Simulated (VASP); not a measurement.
Runs of VASP 6.6.1 on Al. The structure is that of space group Fm-3m (No. 225), or close to it. The cells are those of the table. 

```csv
cell,gap on the mesh (eV),pressure (GPa)
"a = 2.898, b = 2.898, c = 2.862 Å, angles 60.4, 60.4, 59.2°, 1 atom",none,-2.2
"a = 2.792, b = 2.792, c = 2.719 Å, angles 60.9, 60.9, 58.3°, 1 atom",none,9.6
"a = 2.863, b = 2.863, c = 2.791 Å, angles 60.8, 60.8, 58.3°, 1 atom",none,1.8
"a = 2.898, b = 2.898, c = 2.934 Å, angles 59.6, 59.6, 60.8°, 1 atom",none,(b)
"a = 2.970, b = 2.970, c = 3.005 Å, angles 59.6, 59.6, 60.8°, 1 atom",none,-7.3
"a = 2.827, b = 2.827, c = 2.862 Å, angles 59.6, 59.6, 60.8°, 1 atom",none,1.6
"a = 2.970, b = 2.970, c = 2.934 Å, angles 60.4, 60.4, 59.2°, 1 atom",none,(a)
```

Alike in all rows: task single point; level PBE; potentials or basis VASP PAW PBE potentials, release 64 (Al); no spin polarisation; k mesh 20 × 20 × 20; cutoff (eV) 520; smearing gaussian 0.15 eV.

**Question.** Fill in the values left out.

**Answer.** (a) -6.3; (b) -3.7.

Caveats: the cell stands under tension (at least some runs); the cell stands under pressure (at least some runs).

A gap of «none» marks levels without a gap at the run's occupations.
